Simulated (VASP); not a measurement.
# C (P6_3/mmc) in VASP: a series of runs, part 2 of 2

VASP 6.6.1. Earlier steps stand in the parts before.

## (4) Single point, HSE06

This run uses another cell than the first one, of 10.47 Å³/atom.

POSCAR

```
C
1.0
    2.4493845168      0.0000000000      0.0000000000
   -1.2246922584      2.1212292151      0.0000000000
    0.0000000000      0.0000000000      8.0577224293
C
4
Direct
    0.0000000000      0.0000000000      0.2500000000
    0.0000000000      0.0000000000      0.7500000000
    0.3333333333      0.6666666667      0.2500000000
    0.6666666667      0.3333333333      0.7500000000
```

INCAR.step1

```
PREC     = Accurate       # precision mode
ENCUT    = 520            # plane-wave cutoff, eV
EDIFF    = 1E-5           # SCF threshold, eV
ISMEAR   = 0              # smearing method
SIGMA    = 0.05           # smearing width, eV
LREAL    = F              # projectors in reciprocal space
LASPH    = T              # aspherical terms in the spheres
NELM     = 80             # most SCF steps
ALGO     = Normal         # electronic algorithm
ISIF     = 2              # what is computed and relaxed
LWAVE    = T              # write WAVECAR
GGA      = PE             # functional
NBANDS   = 16             # bands
```

INCAR.step2

```
PREC     = Accurate       # precision mode
ENCUT    = 520            # plane-wave cutoff, eV
EDIFF    = 1E-6           # SCF threshold, eV
ISMEAR   = 0              # smearing method
SIGMA    = 0.05           # smearing width, eV
LREAL    = F              # projectors in reciprocal space
LASPH    = T              # aspherical terms in the spheres
NELM     = 80             # most SCF steps
ALGO     = Normal         # electronic algorithm
ISIF     = 2              # what is computed and relaxed
LWAVE    = F              # write WAVECAR
LCHARG   = T              # write CHGCAR
GGA      = PE             # functional
LHFCALC  = T              # exact exchange
HFSCREEN = 0.2079         # screening, 1/A
PRECFOCK = Normal       
LELF     = T              # ELF
LVHAR    = T            
ISTART   = 1            
NBANDS   = 16             # bands
```

KPOINTS

```
regular mesh
0
Gamma
  8 8 2
```

Potentials or basis: VASP PAW PBE potentials, release 64 (C).

On the command line:

```bash
> cat potpaw_PBE.64/C/POTCAR > POTCAR
> cp INCAR.step1 INCAR
> mpirun -np 1 vasp_std > vasp.out
> cp INCAR.step2 INCAR
> mpirun -np 1 vasp_std > vasp.out
```

OUTCAR:

```text
PREC = Accurate
   ENCUT = 520
   EDIFF = 1E-6
   ISMEAR = 0
   LREAL = F
   LASPH = T
   NELM = 80
   ISIF = 2
   GGA = PE
   LHFCALC = T
   HFSCREEN = 0.2079
   PRECFOCK = Normal
   ISTART = 1

 ion  position               nearest neighbor table
   1  0.000  0.000  0.250-   3 1.41   3 1.41   3 1.41
   2  0.000  0.000  0.750-   4 1.41   4 1.41   4 1.41
   3  0.333  0.667  0.250-   1 1.41   1 1.41   1 1.41
   4  0.667  0.333  0.750-   2 1.41   2 1.41   2 1.41

  LATTYP: Found a hexagonal cell.
 ALAT       =     2.4493845168
 C/A-ratio  =     3.2896927265

  Lattice vectors:

 A1 = (   2.4493845168,   0.0000000000,   0.0000000000)
 A2 = (  -1.2246922584,   2.1212292151,   0.0000000000)
 A3 = (   0.0000000000,   0.0000000000,   8.0577224293)

Analysis of symmetry for initial positions (statically):
=====================================================================
 Subroutine PRICEL returns:
 Original cell was already a primitive cell.

 Routine SETGRP: Setting up the symmetry group for a
 hexagonal supercell.

 Subroutine GETGRP returns: Found 24 space group operations
 (whereof 12 operations were pure point group operations)
 out of a pool of 24 trial point group operations.

The static configuration has the point symmetry D_3d.
 The point group associated with its full space group is D_6h.

Analysis of symmetry for dynamics (positions and initial velocities):
=====================================================================
 Subroutine PRICEL returns:
 Original cell was already a primitive cell.

 Routine SETGRP: Setting up the symmetry group for a
[... 128 lines left out ...]
  Fermi-wavevector in a.u.,A,eV,Ry     =   1.188035  2.245060 19.203629  1.411427
  Thomas-Fermi vector in A             =   2.324173
   LORBIT       =      0    0 simple, 1 ext, 2 COOP (PROOUT), +10 PAW based schemes
   GGA     = PE    functional components
   LHFCALC =     T    Hartree Fock is set to
   PRECFOCK=normal    Normal, Fast or Accurate (Low or Medium for compatibility)
   ENCUT4O =  -1.0   cutoff for four orbital integrals eV
   NKREDX  =     1    reduce k-point grid by
   NKREDY  =     1    reduce k-point grid by
   NKREDZ  =     1    reduce k-point grid by
   AEXX    =    0.2500 exact exchange contribution
   HFSCREEN=    0.2079 screening length (either q_TF or 0.3 A-1)
   HFSCREENC=   0.2079 screening length for correlation (either q_TF or 0.3 A-1)
   ENCUTFOCK=  -1.0 apply spherical cutoff to Coloumb kernel
   IVDW    =     0    specifies the selected vdW correction
   LEPSILON=     F    determine dielectric tensor
   LRPA    =     F    only Hartree local field effects (RPA)
 non-spin polarized calculation
 Gauss-broadening in eV      SIGMA  =   0.05
  energy-cutoff  :      520.00
  volume of cell :       41.87
 maximum number of plane-waves:      1151
  NGX = 14; NGY = 14; NGZ = 48

 number of electron      15.9999995 magnetization

 Free energy of the ion-electron system (eV)
  ---------------------------------------------------
  ext. energy  EPLUGINS =         0.00000000
  ---------------------------------------------------
  free energy    TOTEN  =       -42.34617796 eV

  energy without entropy =      -42.34617796  energy(sigma->0) =      -42.34617796

 E-fermi :   2.3746     XC(G=0):  -7.5788

 val. band max:        2.1148488601   @ k =   0.3750   0.2500   0.0000
 cond. band min:       4.4484225503   @ k =   0.3750   0.2500   0.5000
 fundamental gap:      2.3335736902
 Fermi energy:         2.3745996385

 k-point     1 :       0.0000    0.0000    0.0000
  band No.  band energies     occupation
      1     -18.9935      2.00000
      2     -18.9292      2.00000
      3      -6.0897      2.00000
      4      -5.3507      2.00000
      5      -0.7394      2.00000
      6      -0.7394      2.00000
[... 357 lines left out ...]
      3     -11.1299      2.00000
      4     -11.1299      2.00000
      5      -8.1044      2.00000
      6      -8.1044      2.00000
[... 8 lines left out ...]
     15      17.1269      0.00000
     16      17.1269      0.00000

------------------------ aborting loop because EDIFF is reached ----------------------------------------

  FORCE on cell =-STRESS in cart. coord.  units (eV):
  Direction    XX          YY          ZZ          XY          YZ          ZX
  --------------------------------------------------------------------------------------
  -------------------------------------------------------------------------------------
  Total        0.2534622      0.2534622     -0.0076397     -0.0000000      0.0000000     -0.0000000
  in kB        9.6998931      9.6998931     -0.2923693     -0.0000000      0.0000000     -0.0000000
  external PRESSURE =       6.3691390 kB  Pullay stress =       0.0000000 kB

 VOLUME and BASIS-vectors are now :
 -----------------------------------------------------------------------------
  energy-cutoff  :      520.00
  volume of cell :       41.87
      direct lattice vectors                 reciprocal lattice vectors
     2.449384517  0.000000000  0.000000000     0.408265829  0.235712386  0.000000000
    -1.224692258  2.121229215  0.000000000     0.000000000  0.471424772  0.000000000
     0.000000000  0.000000000  8.057722429     0.000000000  0.000000000  0.124104548

 POSITION                                       TOTAL-FORCE (eV/Angst)
 -----------------------------------------------------------------------------------
      0.00000      0.00000      2.01443        -0.000000      0.000000     -0.000000
      0.00000      0.00000      6.04329         0.000000      0.000000     -0.000000
     -0.00000      1.41415      2.01443        -0.000000      0.000000      0.000000
      1.22469      0.70708      6.04329        -0.000000     -0.000000      0.000000
 -----------------------------------------------------------------------------------
    total drift:                                0.000000     -0.000000     -0.000000

  FREE ENERGIE OF THE ION-ELECTRON SYSTEM (eV)
  ---------------------------------------------------
  free  energy   TOTEN  =       -42.3461779565 eV

  energy  without entropy=      -42.3461779565  energy(sigma->0) =      -42.34617796
```

OUTCAR.step1:

```text
PREC = Accurate
   ENCUT = 520
   EDIFF = 1E-5
   ISMEAR = 0
   LREAL = F
[... 604 lines left out ...]
      0.00000      0.00000      2.01443        -0.000000      0.000000     -0.000000
      0.00000      0.00000      6.04329         0.000000     -0.000000      0.000000
     -0.00000      1.41415      2.01443        -0.000000      0.000000      0.000000
      1.22469      0.70708      6.04329         0.000000     -0.000000     -0.000000
 -----------------------------------------------------------------------------------
    total drift:                                0.000000     -0.000000      0.000000

  FREE ENERGIE OF THE ION-ELECTRON SYSTEM (eV)
  ---------------------------------------------------
  free  energy   TOTEN  =       -36.8878845039 eV

  energy  without entropy=      -36.8878845039  energy(sigma->0) =      -36.88788450
```

It took 14 min on 1 thread of Intel Xeon Platinum 8259CL at 2.50GHz (Skylake/Cascade Lake), shared host; peak memory 0.25 GiB.

What came out:

- Free energy: -42.3462 eV
- Pressure: 0.6 GPa

Caveat: this functional lacks dispersion, which binds layers or chains, so the pressure and a relaxed spacing across them are unreliable; the PAW data sets were made with another functional, which shifts forces and pressure a little.
